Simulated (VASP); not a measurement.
Here is a VASP 6.6.1 calculation.

Contents of INCAR:

```
PREC     = Accurate       # precision mode
ENCUT    = 520            # plane-wave cutoff, eV
EDIFF    = 1E-6           # SCF threshold, eV
ISMEAR   = 0              # smearing method
SIGMA    = 0.15           # smearing width, eV
LREAL    = F              # projectors in reciprocal space
LASPH    = T              # aspherical terms in the spheres
NELM     = 80             # most SCF steps
ALGO     = Normal         # electronic algorithm
ISIF     = 2              # what is computed and relaxed
LWAVE    = F              # write WAVECAR
LCHARG   = F              # write CHGCAR
GGA      = PE             # functional
NBANDS   = 46             # bands
```

Contents of KPOINTS:

```
Automatic mesh
0
Gamma
  3 3 3
```

Contents of POSCAR:

```
Zn4SeO3
1.0
    4.8967050603      0.0000000000      0.0000000000
    0.0000000000      4.8967050603      0.0000000000
    0.0000000000      0.0000000000      4.8967050603
Zn Se O
4 1 3
Direct
    0.2777054348      0.2777054348      0.2777054348
    0.2777054348      0.7222945652      0.7222945652
    0.7222945652      0.2777054348      0.7222945652
    0.7222945652      0.7222945652      0.2777054348
    0.0000000000      0.0000000000      0.0000000000
    0.5000000000      0.5000000000      0.0000000000
    0.5000000000      0.0000000000      0.5000000000
    0.0000000000      0.5000000000      0.5000000000
```

Potentials or basis: VASP PAW PBE potentials, release 64 (Zn, Se, O).

Launch:

```sh
$ cat potpaw_PBE.64/Zn/POTCAR potpaw_PBE.64/Se/POTCAR potpaw_PBE.64/O/POTCAR > POTCAR
$ mpirun -np 1 vasp_std > vasp.out
```

(1) What does it give for the band gap on the k mesh?

(2) What does it give for the largest force?

(3) Predict the pressure.

## Answers

(1) zero (filled and empty bands touch).

(2) 0.010 eV/Å.

(3) 0.3 GPa.

Caveat: the k points lie up to 0.43 Å⁻¹ apart.
